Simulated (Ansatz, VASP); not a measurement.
KI: VASP beside Ansatz

Contents of INCAR:

```
SYSTEM = KI
ALGO = Normal ; EDIFF = 1E-7
ENCUT = 520 ; ISIF = 2
ISMEAR = 0 ; LASPH = .True.
LCHARG = .False. ; LREAL = .False.
LWAVE = .False. ; NBANDS = 15
NELM = 80 ; PREC = Accurate
SIGMA = 0.05
```

File KPOINTS:

```
k-points
0
Gamma
  6 6 6
  0 0 0
```

POSCAR

```
KI
1.0
    0.0000000000      3.4562963656      3.4109309835
    3.4562963656      0.0000000000      3.4109309835
    3.4562963656      3.4562963656      0.0000000000
K I
1 1
Direct
   -0.0724142474     -0.0724142474      0.0724142474
    0.5223102777      0.5223102777      0.4776897223
```

Input for Ansatz:

```yaml
crystal:
  lattice:
    - [0.0, 3.4562963656, 3.4109309835]
    - [3.4562963656, 0.0, 3.4109309835]
    - [3.4562963656, 3.4562963656, 0.0]
  atoms:
    - { symbol: K, position: [-0.0724142474, -0.0724142474, 0.0724142474] }
    - { symbol: I, position: [0.5223102777, 0.5223102777, 0.4776897223] }
basis:
  ecutwfc: 420
kpoints:
  mp_grid: { grid: [6, 6, 6] }
hamiltonian:
  xc: lda
  pseudopotentials: { kind: paw }
scf:
  occupations: { method: gaussian, width: 0.05 }
output:
  forces: true
  stress: true
  eigenvalues: true
  write_density: true
  write_potential: true
  elf: true
  volumetric_format: npy
```

Change from the starting cell: mode 6 frozen in at -0.494 Å, equal normal strain along x and y +0.0133.

Alike in both runs: task single point; functional LDA; k mesh 6 × 6 × 6; occupations gaussian, width 0.05 eV; no spin polarisation.

|  | VASP | Ansatz |
| --- | --- | --- |
| version | VASP 6.6.1 | Ansatz 0.2.0 |
| potentials or method | VASP PAW LDA potentials, release 64 (K_sv, I), cutoff 520 eV | scalar-relativistic, plane waves, PAW |
| valence electrons in the cell | 16 | 26 |

```csv
,VASP,Ansatz,Ansatz less VASP
gap on the k mesh at the Fermi level (eV),3.78,3.77,-0.007
least direct gap on the mesh (eV),3.78,3.77,-0.007
pressure (GPa),2.8,2.7,-0.10
"traceless stress, the component that is largest in VASP (GPa)",7.53,7.41,-0.116
rms of the force components (eV/Å),1.291,1.270,-0.0213
```

LDA's correlation is that of Perdew and Zunger in VASP and of Perdew and Wang (1992) in Ansatz. Atom by atom the forces differ by 0.021 eV/Å (rms over components). VASP's potentials hold 16 valence electrons a cell and Ansatz's 26, so a difference there can come from the potentials and not from the codes.

Neither program's run includes spin-orbit coupling.
